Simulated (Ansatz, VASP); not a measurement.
F: VASP beside Ansatz

File INCAR:

```
  ALGO = Normal
  EDIFF = 1E-6
  ENCUT = 520
  GGA = PS
  ISIF = 2
  ISMEAR = 0
  LASPH = True
  LCHARG = False
  LREAL = False
  LWAVE = False
  NBANDS = 22
  NELM = 100
  PREC = Accurate
  SIGMA = 0.05
```

KPOINTS

```
k-points
0
Gamma
  4 4 2
```

POSCAR

```
F
1.0
    3.1291544055     -1.7984322814     -0.2413473825
    3.1291544055      1.7984322814     -0.2413473825
   -2.3528850754      0.0000000000      7.2022286687
F
4
Direct
    0.0848459664      0.0848459664      0.0900077731
    0.9151540336      0.9151540336      0.9099922269
    0.5015719855      0.5015719855      0.5937195244
    0.4984280145      0.4984280145      0.4062804756
```

Input for Ansatz:

```yaml
crystal:
  lattice:
    - [3.1291544055, -1.7984322814, -0.2413473825]
    - [3.1291544055, 1.7984322814, -0.2413473825]
    - [-2.3528850754, 0.0, 7.2022286687]
  atoms:
    - { symbol: F, position: [0.0848459664, 0.0848459664, 0.0900077731] }
    - { symbol: F, position: [0.9151540336, 0.9151540336, 0.9099922269] }
    - { symbol: F, position: [0.5015719855, 0.5015719855, 0.5937195244] }
    - { symbol: F, position: [0.4984280145, 0.4984280145, 0.4062804756] }
basis:
  ecutwfc: 520.0
kpoints:
  mp_grid: { grid: [4, 4, 2] }
hamiltonian:
  xc: pbesol
scf:
  occupations: { method: gaussian, width: 0.05 }
output:
  forces: true
  stress: true
  eigenvalues: true
```

Alike in both runs: task single point; functional PBEsol; k mesh 4 × 4 × 2; occupations gaussian, width 0.05 eV; no spin polarisation.

|  | VASP | Ansatz |
| --- | --- | --- |
| version | VASP 6.6.1 | Ansatz 0.2.0 |
| potentials or method | VASP PAW PBE potentials, release 64 (F), cutoff 520 eV | scalar-relativistic, plane waves, PAW |
| valence electrons in the cell | 28 | 28 |

Ansatz gave:

```
gap on the k mesh at the Fermi level (eV)                     : 3.04
least direct gap on the mesh (eV)                             : 3.09
pressure (GPa)                                                : 0.6
traceless stress, the component that is largest in VASP (GPa) : 0.68
rms of the force components (eV/Å)                            : 0.518
```

Which values does VASP return?

gap on the k mesh at the Fermi level (eV): 2.96; least direct gap on the mesh (eV): 3.01; pressure (GPa): 1.0; traceless stress, the component that is largest in VASP (GPa): 2.02; rms of the force components (eV/Å): 0.686.

VASP's potentials were made for PBE, not for PBEsol. Atom by atom the forces differ by 0.263 eV/Å (rms over components). With one functional, cell and mesh, what is left measures potentials, basis and numerics.

The k mesh is coarse, so the values compare programs but aren't converged.
